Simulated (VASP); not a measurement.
Set up this calculation in VASP 6.6.1, as the native input.

```
Task                   : single point
Functional             : PBE
Potentials or basis    : VASP PAW PBE potentials, release 64 (Zn, O)
Cutoff                 : 520 eV
k mesh                 : 6 × 6 × 6
Occupations            : gaussian, width 0.02 eV
Spin                   : no spin polarisation
Dipole correction      : no
Further INCAR settings : ALGO = Normal; EDIFF = 1e-06; NBANDS = 66
```

The structure of ZnO lies in POSCAR:

```
ZnO
1.0
    0.0000000000      0.0000000000     -5.2932331827
   -4.9190861857     -2.8400357334      0.0000000000
    0.0000000001      5.6800714669      0.0000000000
Zn O
6 6
Direct
    0.4993955878      0.3333333333      0.3333333333
    0.4993955878      0.6666666667      0.0000000000
    0.4993955878      1.0000000000      0.6666666667
    0.9993955878      0.6666666667      0.6666666667
    0.9993955878      0.0000000000      0.3333333333
    0.9993955878      0.3333333333      0.0000000000
    0.1202944122      0.3333333333      0.3333333333
    0.1202944122      0.6666666667      0.0000000000
    0.1202944122      1.0000000000      0.6666666667
    0.6202944122      0.6666666667      0.6666666667
    0.6202944122      0.0000000000      0.3333333333
    0.6202944122      0.3333333333      0.0000000000
```

One way to write it, as run:

INCAR

```
PREC = Accurate
ENCUT = 520
EDIFF = 1E-6
ISMEAR = 0
SIGMA = 0.02
LREAL = F
LASPH = T
NELM = 80
ALGO = Normal
ISIF = 2
LWAVE = F
LCHARG = F
GGA = PE
NBANDS = 66
```

KPOINTS

```
Automatic mesh
0
Gamma
  6 6 6
```

Potentials or basis: VASP PAW PBE potentials, release 64 (Zn, O).

Launch:

```sh
$ cat potpaw_PBE.64/Zn/POTCAR potpaw_PBE.64/O/POTCAR > POTCAR
$ mpirun -np 1 vasp_std > vasp.out
```

Results of the run:

The pressure is 0.9 GPa and the band gap on the k mesh is 0.73 eV.

Wall time 5.6 min on 1 thread of Intel(R) Xeon(R) Platinum 8488C (Sapphire Rapids) (shared host), peak memory 0.36 GiB.
